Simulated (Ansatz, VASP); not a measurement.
## BN: VASP and Ansatz over several settings

```
CELL_PARAMETERS angstrom
2.44724 0.00000 0.00000
-1.22362 2.11937 0.00000
0.00000 0.00000 6.50024
ATOMIC_POSITIONS crystal
N 0.66667 0.33333 0.25000
N 0.33333 0.66667 0.75000
B 0.66667 0.33333 0.75000
B 0.33333 0.66667 0.25000
```

Single points on this cell with VASP 6.6.1 and Ansatz 0.2.0. Each row is one pair of runs. Alike in all rows: spin: off; k mesh: 12 × 12 × 4; smearing: fermi-dirac, width 0.05 eV; VASP's potentials, cutoff: VASP PAW PBE potentials, release 64 (N, B), 520 eV.

| level | Ansatz's potentials, cutoff | gap on the k mesh at the Fermi level (eV), VASP | gap on the k mesh at the Fermi level (eV), Ansatz | least direct gap on the mesh (eV), VASP | least direct gap on the mesh (eV), Ansatz | pressure (GPa), VASP | pressure (GPa), Ansatz |
| --- | --- | --- | --- | --- | --- | --- | --- |
| r2SCAN+D4 | Ansatz PAW, 500 eV | 4.96 | 4.92 | 5.42 | 5.38 | 17.9 | 17.5 |
| r2SCAN | Ansatz PAW, 500 eV | 4.96 | 4.92 | 5.42 | 5.38 | 19.1 | 18.6 |
| RPBE | Ansatz PAW, 420 eV | 4.46 | 4.48 | 4.88 | 4.89 | 26.9 | 26.9 |

Gap on the k mesh at the fermi level (eV): the two programs differ by at most 0.043; least direct gap on the mesh (eV): the two programs differ by at most 0.039; pressure (GPa): the two programs differ by at most 0.44.
